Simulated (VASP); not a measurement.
# Bi: single point with LDA

Crystal: Bi.

```
CELL_PARAMETERS angstrom
0.00000 3.22367 3.22367
3.22367 0.00000 3.22367
3.22367 3.22367 0.00000
ATOMIC_POSITIONS crystal
Bi 0.87500 0.87500 0.87500
Bi 0.12500 0.12500 0.12500
```

| Property | Result |
| --- | --- |
| Program | VASP 6.6.1 |
| Task | single point |
| Functional | LDA |
| Potentials or basis | VASP PAW LDA potentials, release 64 (Bi_d) |
| Cutoff | 520 eV |
| k mesh | 10 × 10 × 10 |
| Occupations | fermi-dirac, width 0.08 eV |
| Spin | no spin polarisation |
| Dipole correction | no |
| Further INCAR settings | ALGO = Normal; EDIFF = 1e-06; NBANDS = 22 |

The pressure is 19.2 GPa and the band gap on the k mesh is zero (band 15 reaches 7.92 eV, above the bottom of band 16 at 6.21 eV).

Levels at points of the mesh, in eV from the Fermi level:
```tsv
k point	band 13	band 14	band 15	band 16	band 17	band 18
(0.00, 0.00, 0.00)	-1.59	-1.59	-1.59	0.87	0.87	0.87
(0.50, 0.00, 0.00)	-2.86	-2.86	-2.83	2.19	2.19	4.55
(0.50, 0.50, 0.00)	-4.20	-4.20	-0.73	-0.73	6.25	6.25
```

Run time: 61 s on 1 thread of AMD EPYC 7R43 64-Core Processor (Zen 3) (shared host), peak memory 0.16 GiB.

Caveat: spin-orbit coupling is left out, which moves the levels of the heavy elements.
